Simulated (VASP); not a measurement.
# Li2TiSnS4 (C2) in VASP: single point with r2SCAN

Aim: the single point of Li2TiSnS4 with r2SCAN.

All numbers are computed with VASP 6.6.1; they aren't measurements. Logs are shortened: lines on timing, memory, paths and dates and some standing lists are left out, and cuts for length are marked.

**1. The cell of the first run**

It takes space group C2 (No. 5, monoclinic). The conventional cell has a = 8.865 Å, b = 8.998 Å, c = 6.287 Å, α = 90.00°, β = 134.74°, γ = 90.00°. Within 3.2 Å of Ti (site symmetry 2) lie 4 S at 2.39 to 2.40 Å. Sn (site symmetry 2) has 4 S at 2.27 to 2.28 Å within 3.0 Å. Within 3.4 Å of Li (site symmetry 2) lie 4 S at 2.60 to 2.94 Å. Li (site symmetry 2) has 4 S at 2.47 to 2.74 Å within 3.3 Å. Within 3.0 Å of S (site symmetry 1) lie 1 Sn at 2.27 Å and 1 Ti at 2.40 Å and 2 Li at 2.60 to 2.74 Å. Within 3.0 Å of S (site symmetry 1) lie 1 Sn at 2.28 Å and 1 Ti at 2.39 Å and 2 Li at 2.47 to 2.94 Å.

**2. Single point, r2SCAN**

POSCAR

```
Li2TiSnS4
1.0
    4.4324299400      4.4988066600      0.0000000000
    4.4324299400     -4.4988066600      0.0000000000
    4.4392107400      0.0000000000     -4.4656375900
Ti Sn Li S
1 1 2 4
Direct
    0.0054000000      0.9946000000      0.5000000000
    0.2550500000      0.7449500000      0.0000000000
    0.7966000000      0.2034000000      0.0000000000
    0.5373000000      0.4627000000      0.5000000000
    0.6156000000      0.8502000000      0.9741000000
    0.1498000000      0.3844000000      0.0259000000
    0.3335000000      0.0803000000      0.5618000000
    0.9197000000      0.6665000000      0.4382000000
```

INCAR.step1

```
SYSTEM = Li2TiSnS4
PREC = Accurate
ENCUT = 520
ISMEAR = -5
SIGMA = 0.1
LREAL = .False.
LASPH = .True.
NELM = 100
LMAXMIX = 4
GGA = PE
ALGO = Normal
EDIFF = 1E-4
LWAVE = .True.
LCHARG = .False.
```

INCAR.step2

```
SYSTEM = Li2TiSnS4
PREC = Accurate
ENCUT = 520
EDIFF = 1E-6
ISMEAR = -1
SIGMA = 0.1
LREAL = .False.
LASPH = .True.
NELM = 100
ALGO = Normal
ISIF = 2
LWAVE = .False.
LCHARG = .False.
LMAXMIX = 4
METAGGA = R2SCAN
LMIXTAU = .True.
LORBIT = 11
ISTART = 1
```

KPOINTS

```
Automatic mesh
0
Gamma
  4 4 4
  0.5 0.5 0
```

Potentials or basis: VASP PAW PBE potentials, release 64 (Ti_sv, Sn_d, Li_sv, S).

The run is started by

```console
> cat potpaw_PBE.64/Ti_sv/POTCAR potpaw_PBE.64/Sn_d/POTCAR potpaw_PBE.64/Li_sv/POTCAR potpaw_PBE.64/S/POTCAR > POTCAR
> cp INCAR.step1 INCAR
> mpirun -np 1 vasp_std > vasp.out
> cp INCAR.step2 INCAR
> mpirun -np 1 vasp_std > vasp.out
```

OUTCAR:

```text
SYSTEM = Li2TiSnS4
   PREC = Accurate
   ENCUT = 520
   EDIFF = 1E-6
   ISMEAR = -1
   LREAL = .False.
   LASPH = .True.
   NELM = 100
   ISIF = 2
   METAGGA = R2SCAN
   LORBIT = 11
   ISTART = 1

 ion  position               nearest neighbor table
   1  0.005  0.995  0.500-   7 2.39   8 2.39   5 2.40   6 2.40
   2  0.255  0.745  0.000-   5 2.27   6 2.27   7 2.28   8 2.28
   3  0.797  0.203  0.000-   5 2.60   6 2.60
   4  0.537  0.463  0.500-   7 2.47   8 2.47
   5  0.616  0.850  0.974-   2 2.27   1 2.40   3 2.60
   6  0.150  0.384  0.026-   2 2.27   1 2.40   3 2.60
   7  0.334  0.080  0.562-   2 2.28   1 2.39   4 2.47
   8  0.920  0.666  0.438-   2 2.28   1 2.39   4 2.47

  LATTYP: Found a base centered monoclinic cell.
 ALAT       =     8.8648598800
 B/A-ratio  =     1.0149752440
 C/A-ratio  =     0.7092218953
 COS(beta)  =    -0.7039194582

  Lattice vectors:

 A1 = (   4.4324299400,   4.4988066600,   0.0000000000)
 A2 = (   4.4324299400,  -4.4988066600,   0.0000000000)
 A3 = (  -4.4256491400,   0.0000000000,  -4.4656375900)

Analysis of symmetry for initial positions (statically):
=====================================================================
 Subroutine PRICEL returns:
 Original cell was already a primitive cell.

 Routine SETGRP: Setting up the symmetry group for a
 base centered monoclinic supercell.

 Subroutine GETGRP returns: Found  2 space group operations
 (whereof  2 operations were pure point group operations)
 out of a pool of  4 trial point group operations.

The static configuration has the point symmetry C_2 .

Analysis of symmetry for dynamics (positions and initial velocities):
=====================================================================
 Subroutine PRICEL returns:
 Original cell was already a primitive cell.

 Routine SETGRP: Setting up the symmetry group for a
 base centered monoclinic supercell.

 Subroutine GETGRP returns: Found  2 space group operations
 (whereof  2 operations were pure point group operations)
 out of a pool of  4 trial point group operations.

The dynamic configuration has the point symmetry C_2 .

 Subroutine INISYM returns: Found  2 space group operations
 (whereof  2 operations are pure point group operations),
 and found     1 'primitive' translations

----------------------------------------------------------------------------------------

                                     Primitive cell

  volume of cell :     178.0954

  direct lattice vectors                    reciprocal lattice vectors
     4.432429940  4.498806660  0.000000000     0.112804941  0.111140584  0.112137382
     4.432429940 -4.498806660  0.000000000     0.112804941 -0.111140584  0.112137382
     4.439210740  0.000000000 -4.465637590     0.000000000  0.000000000 -0.223932189

  length of vectors
     6.315512373  6.315512373  6.296706368     0.194041173  0.194041173  0.223932189

  position of ions in fractional coordinates (direct lattice)
     0.005400000  0.994600000  0.500000000
     0.255050000  0.744950000  0.000000000
     0.796600000  0.203400000  0.000000000
     0.537300000  0.462700000  0.500000000
     0.615600000  0.850200000  0.974100000
     0.149800000  0.384400000  0.025900000
     0.333500000  0.080300000  0.561800000
     0.919700000  0.666500000  0.438200000

  ion indices of the primitive-cell ions
   primitive index   ion index
                 1           1
                 2           2
                 3           3
                 4           4
                 5           5
                 6           6
                 7           7
                 8           8

----------------------------------------------------------------------------------------

 KPOINTS: Automatic mesh

Automatic generation of k-mesh.
 Grid dimensions read from file:
 generate k-points for:    4    4    4

 Generating k-lattice:

  Cartesian coordinates                     Fractional coordinates (reciprocal lattice)
     0.028201235  0.027785146  0.028034345     0.250000000 -0.000000000  0.000000000
     0.028201235 -0.027785146  0.028034345    -0.000000000  0.250000000  0.000000000
     0.000000000  0.000000000 -0.055983047     0.000000000  0.000000000  0.250000000

  Length of vectors
     0.048510293  0.048510293  0.055983047

  Shift w.r.t. Gamma in fractional coordinates (k-lattice)
     0.500000000  0.500000000  0.000000000

 Subroutine IBZKPT returns following result:
 ===========================================

 Found     22 irreducible k-points:

 Following reciprocal coordinates:
            Coordinates               Weight
  0.125000  0.125000  0.000000      2.000000
  0.375000  0.125000  0.000000      4.000000
 -0.375000  0.125000 -0.000000      4.000000
 -0.125000  0.125000  0.000000      2.000000
  0.375000  0.375000  0.000000      2.000000
 -0.375000  0.375000  0.000000      2.000000
[... 14 lines left out ...]
  0.375000  0.375000  0.500000      2.000000
 -0.375000  0.375000  0.500000      2.000000
   k-points           NKPTS =     22   k-points in BZ     NKDIM =     22   number of bands    NBANDS=     33
   number of dos      NEDOS =    301   number of ions     NIONS =      8
   total plane-waves  NPLWV = 110592
   dimension x,y,z NGX =    48 NGY =   48 NGZ =   48
   dimension x,y,z NGXF=    96 NGYF=   96 NGZF=   96
   ions per type =               1   1   2   4
   NGX,Y,Z   is equivalent  to a cutoff of  12.64, 12.64, 12.67 a.u.
   NGXF,Y,Z  is equivalent  to a cutoff of  25.27, 25.27, 25.35 a.u.
 SYSTEM =  Li2TiSnS4
   PREC   = accura    normal or accurate (medium, high low for compatibility)
   ISTART =      1    job   : 0-new  1-cont  2-samecut
   ICHARG =      0    charge: 1-file 2-atom 10-const
   ISPIN  =      1    spin polarized calculation?
   LNONCOLLINEAR =      F non collinear calculations
   LSORBIT =      F    spin-orbit coupling
   LASPH  =      T    aspherical Exc in radial PAW
   ENCUT  =  520.0 eV  38.22 Ry    6.18 a.u.  11.74 11.74 11.71*2*pi/ulx,y,z
   NELM   =    100;   NELMIN=  2; NELMDL=  0     # of ELM steps
   EDIFF  = 0.1E-05   stopping-criterion for ELM
   LREAL  =      F    real-space projection
   EDIFFG = 0.1E-04   stopping-criterion for IOM
   NSW    =      0    number of steps for IOM
   IBRION =     -1    ionic relax: 0-MD 1-quasi-New 2-CG
   NFREE  =      0    steps in history (QN), initial steepest desc. (CG)
   ISIF   =      2    stress and relaxation
   ISYM   =      2    0-nonsym 1-usesym 2-fastsym
   POTIM  = 0.5000    time-step for ionic-motion
   TEBEG  =    0.0;   TEEND  =   0.0 temperature during run
   PSTRESS=    0.0 pullay stress
   NELECT =      56.0000    total number of electrons
   NUPDOWN=      -1.0000    fix difference up-down
   EMIN   =  10.00;   EMAX   =-10.00  energy-range for DOS
   EFERMI =   0.00;   METHOD = LEGACY
   ISMEAR =    -1;   SIGMA  =   0.10  broadening in eV -4-tet -1-fermi 0-gaus
   EFERMI_NEDOS =   21; number of points for ismear=-14 and -15
   IALGO  =     38    algorithm
   IMIX   =      4    mixing-type and parameters
     AMIX     =   0.40;   BMIX     =  1.00
     AMIX_MAG =   1.60;   BMIX_MAG =  1.00
  volume/ion in A,a.u.               =      22.26       150.23
  Fermi-wavevector in a.u.,A,eV,Ry     =   1.113234  2.103708 16.861575  1.239291
  Thomas-Fermi vector in A             =   2.249817
   LORBIT       =     11    0 simple, 1 ext, 2 COOP (PROOUT), +10 PAW based schemes
   METAGGA = R2SCAN    functional components
   LHFCALC =     F    Hartree Fock is set to
   AEXX    =    0.0000 exact exchange contribution
   IVDW    =     0    specifies the selected vdW correction
   LEPSILON=     F    determine dielectric tensor
   LRPA    =     F    only Hartree local field effects (RPA)
 non-spin polarized calculation
  energy-cutoff  :      520.00
  volume of cell :      178.10
 maximum number of plane-waves:      4820
   NGX = 23   NGY = 23   NGZ = 23

 number of electron      55.9999981 magnetization

 Free energy of the ion-electron system (eV)
  ---------------------------------------------------
  ext. energy  EPLUGINS =         0.00000000
  ---------------------------------------------------
  free energy    TOTEN  =       -81.31769975 eV

  energy without entropy =      -81.12596554  energy(sigma->0) =      -81.22183265

 E-fermi :   5.3524     XC(G=0):  -9.1091

 val. band max:        5.3449220556   @ k =   0.3750   0.3750   0.2500
 cond. band min:       5.3526555596   @ k =  -0.3750   0.3750   0.0000
 fundamental gap:      0.0077335039
 Fermi energy:         5.3523716846

 k-point     1 :       0.1250    0.1250    0.0000
  band No.  band energies     occupation
      1     -54.8341      2.00000
      2     -44.5953      2.00000
      3     -43.9534      2.00000
      4     -30.2788      2.00000
      5     -30.0250      2.00000
      6     -30.0141      2.00000
[... 25 lines left out ...]
     32       6.3593      0.00008
     33       6.5652      0.00001

 k-point     2 :       0.3750    0.1250    0.0000
  band No.  band energies     occupation
      1     -54.8340      2.00000
      2     -44.5953      2.00000
      3     -43.9534      2.00000
      4     -30.2788      2.00000
      5     -30.0250      2.00000
      6     -30.0141      2.00000
[... 25 lines left out ...]
     32       6.6961      0.00000
     33       7.2924      0.00000
[... 682 lines left out ...]
     32       6.6521      0.00000
     33       6.9541      0.00000

 k-point    22 :      -0.3750    0.3750    0.5000
  band No.  band energies     occupation
      1     -54.8340      2.00000
      2     -44.5953      2.00000
      3     -43.9534      2.00000
      4     -30.2788      2.00000
      5     -30.0251      2.00000
      6     -30.0141      2.00000
[... 25 lines left out ...]
     32       6.6418      0.00001
     33       6.8192      0.00000

------------------------ aborting loop because EDIFF is reached ----------------------------------------

  FORCE on cell =-STRESS in cart. coord.  units (eV):
  Direction    XX          YY          ZZ          XY          YZ          ZX
  --------------------------------------------------------------------------------------
  -------------------------------------------------------------------------------------
  Total        7.0059160      5.8255340      5.4883259      0.0000000      0.0000000      0.2375739
  in kB       63.0264471     52.4075238     49.3739409      0.0000000      0.0000000      2.1372562
  external PRESSURE =      54.9359706 kB  Pullay stress =       0.0000000 kB

 VOLUME and BASIS-vectors are now :
 -----------------------------------------------------------------------------
  energy-cutoff  :      520.00
  volume of cell :      178.10
      direct lattice vectors                 reciprocal lattice vectors
     4.432429940  4.498806660  0.000000000     0.112804941  0.111140584  0.112137382
     4.432429940 -4.498806660  0.000000000     0.112804941 -0.111140584  0.112137382
     4.439210740  0.000000000 -4.465637590     0.000000000  0.000000000 -0.223932189

 POSITION                                       TOTAL-FORCE (eV/Angst)
 -----------------------------------------------------------------------------------
      6.65204     -4.45022     -2.23282         0.000000     -0.037442      0.000000
      4.43243     -2.20397      0.00000         0.000000     -0.098513      0.000000
      4.43243      2.66869      0.00000         0.000000     -0.130467      0.000000
      6.65204      0.33561     -2.23282         0.000000     -0.231944      0.000000
     10.82129     -1.05542     -4.34998         2.531512      1.600698      0.095836
      2.48278     -1.05542     -0.11566        -2.531512      1.600698     -0.095836
      4.32809      1.13910     -2.50880        -0.064243     -1.351515      2.355948
      8.97598      1.13910     -1.95684         0.064243     -1.351515     -2.355948
 -----------------------------------------------------------------------------------
    total drift:                                0.000000      0.015383      0.000000

  FREE ENERGIE OF THE ION-ELECTRON SYSTEM (eV)
  ---------------------------------------------------
  free  energy   TOTEN  =       -81.3176997504 eV

  energy  without entropy=      -81.1259655447  energy(sigma->0) =      -81.22183265

 total charge

# of ion       s       p       d       tot
------------------------------------------
    1        2.162   6.104   1.945  10.211
    2        1.103   1.389  10.226  12.718
    3        1.999   0.007   0.000   2.006
    4        2.007   0.011   0.000   2.018
    5        1.316   2.489   0.000   3.805
    6        1.316   2.489   0.000   3.805
    7        1.318   2.488   0.000   3.805
    8        1.318   2.488   0.000   3.805
--------------------------------------------------
tot         12.538  17.463  12.171  42.173
```

Wall time 5.4 min (1 thread of Intel Xeon Platinum 8488C (Sapphire Rapids), shared host); peak memory 0.45 GiB.

Results:

| Item | Value |
| --- | --- |
| Free energy | -81.3177 eV |
| Largest force | 2.997 eV/Å |
| Band gap on the k mesh | zero (band 28 reaches 5.44 eV, above the bottom of band 29 at 5.34 eV) |
| Valence electrons inside the program's atomic spheres | Ti 10.21; Sn 12.72; Li 2.01, 2.02; S 3.81 |

Forces in eV/Å, atoms in the order of the input:
```
Ti   0.000 -0.037  0.000
Sn   0.000 -0.099  0.000
Li   0.000 -0.130  0.000
Li   0.000 -0.232  0.000
S    2.532  1.601  0.096
S   -2.532  1.601 -0.096
S   -0.064 -1.352  2.356
S    0.064 -1.352 -2.356
```

Levels at points of the mesh, in eV from the Fermi level:
| k point | band 24 | band 25 | band 26 | band 27 | band 28 | band 29 | band 30 | band 31 | band 32 | band 33 |
| --- | --- | --- | --- | --- | --- | --- | --- | --- | --- | --- |
| (0.12, 0.12, 0.00) | -4.43 | -4.16 | -4.06 | -3.63 | 0.08 | 0.20 | 0.66 | 0.74 | 1.01 | 1.21 |

Caveat: the cutoff is under 1.25 times the usual one of these potentials, so pressure, stress and relaxed cells hold a basis-set (Pulay) error; the PAW data sets were made with another functional, which shifts forces and pressure a little; spin-orbit coupling is left out, which moves the levels of the heavy elements.
